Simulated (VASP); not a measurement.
Ba3Sr: relaxation of cell and atoms with LDA

Ba3Sr:

```
Ba Sr
1.0
     0.00000    5.01282    5.01282
     5.01282    0.00000    5.01282
     5.01282    5.01282    0.00000
Ba Sr
3 1
Direct
  0.25000 0.25000 0.25000
  0.75000 0.75000 0.75000
  0.50000 0.50000 0.50000
  0.00000 0.00000 0.00000
```

```yaml
Program: VASP 6.6.1
Task: relaxation of cell and atoms
Functional: LDA
Potentials_or_basis: VASP PAW LDA potentials, release 64 (Ba_sv, Sr_sv)
Cutoff: 600 eV
k_mesh: 5 × 5 × 5
Occupations: fermi-dirac, width 0.1 eV
Spin: no spin polarisation
Dipole_correction: no
Further_INCAR_settings: ALGO = Normal; EDIFF = 1e-06; IBRION = 2; EDIFFG = -0.01; NSW = 60; ISIF = 3
```

| Item | Value |
| --- | --- |
| Relaxed volume | 52.73 Å³/atom |
| Relaxed cell | a = 6.682 Å, b = 6.682 Å, c = 6.682 Å, α = 60.00°, β = 60.00°, γ = 60.00° |
| Space group after relaxing (to 0.1 Å) | Fm-3m (No. 225) |
| Energy gained by relaxing | 52.7 meV/atom |
| Ionic steps | 4 |
| Pressure after relaxing | 0.0 GPa |
| Band gap on the k mesh | zero (bands 20 and 21 overlap by 0.41 eV) |

Step by step:
| step | energy change (eV) | largest force (eV/Å) | pressure (GPa) | volume (Å³) |
| --- | --- | --- | --- | --- |
| 1 | 0.0000 | 0.0000 | -1.48 | 251.93 |
| 2 | -0.1536 | 0.0000 | -0.86 | 231.27 |
| 3 | -0.2093 | 0.0000 | -0.16 | 214.41 |
| 4 | -0.2109 | 0.0000 | 0.01 | 210.93 |

Final structure:
```yaml
crystal:
  lattice:
    - [0.00000, 4.72466, 4.72466]
    - [4.72466, 0.00000, 4.72466]
    - [4.72466, 4.72466, 0.00000]
  atoms:
    - { symbol: Ba, position: [0.25000, 0.25000, 0.25000] }
    - { symbol: Ba, position: [0.75000, 0.75000, 0.75000] }
    - { symbol: Ba, position: [0.50000, 0.50000, 0.50000] }
    - { symbol: Sr, position: [0.00000, 0.00000, 0.00000] }
```

Levels at points of the mesh, in eV from the Fermi level:
```
           k point  band 16  band 17  band 18  band 19  band 20  band 21  band 22  band 23  band 24
(0.00, 0.00, 0.00)   -13.52    -3.06    -0.66    -0.66     0.34     0.34     0.34     0.87     0.87
```

Run time: 4.4 min on 1 thread of Intel(R) Xeon(R) 6975P-C (Granite Rapids) (shared host), peak memory 0.41 GiB.

Caveat: the volume moved by over 15 % at a fixed basis, so the end points are rough; spin-orbit coupling is left out, which moves the levels of the heavy elements.
